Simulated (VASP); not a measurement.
The system is Nb.

```
Nb
1.0
    -1.66395    1.66395    1.66395
     1.66395   -1.66395    1.66395
     1.66395    1.66395   -1.66395
Nb
1
Direct
  0.00000 0.00000 0.00000
```

| Property | Result |
| --- | --- |
| Program | VASP 6.6.1 |
| Task | relaxation of cell and atoms |
| Functional | PBE-based screened hybrid with 25 % exact exchange |
| Potentials or basis | VASP PAW PBE potentials, release 64 (Nb_sv) |
| Cutoff | 500 eV |
| k mesh | 6 × 6 × 6 |
| Occupations | fermi-dirac, width 0.05 eV |
| Spin | no spin polarisation |

At the start: pressure -9.0 GPa; volume 18.43 Å³/atom.

Q: How do energy, volume and symmetry change on relaxing?

A: Over 4 steps the energy falls by 29.5 meV/atom and the volume is 17.44 Å³/atom (-5.4 %); space group Im-3m (No. 229, to 0.1 Å) before and after.

The path:
```tsv
step	energy change (eV)	largest force (eV/Å)	pressure (GPa)	volume (Å³)
1	0.0000	0.0000	-8.98	18.43
2	0.0706	0.0000	20.81	15.81
3	-0.0294	0.0000	-0.45	17.48
4	-0.0295	0.0000	-0.08	17.44
```

Final structure:
```
Nb
1.0
    -1.63357    1.63357    1.63357
     1.63357   -1.63357    1.63357
     1.63357    1.63357   -1.63357
Nb
1
Cartesian
  0.0000 0.0000 0.0000
```

Caveat: the k points lie up to 0.45 Å⁻¹ apart in the final cell, too coarse for converged energies and pressures of a metal; the PAW data sets were made with another functional, which shifts forces and pressure a little.
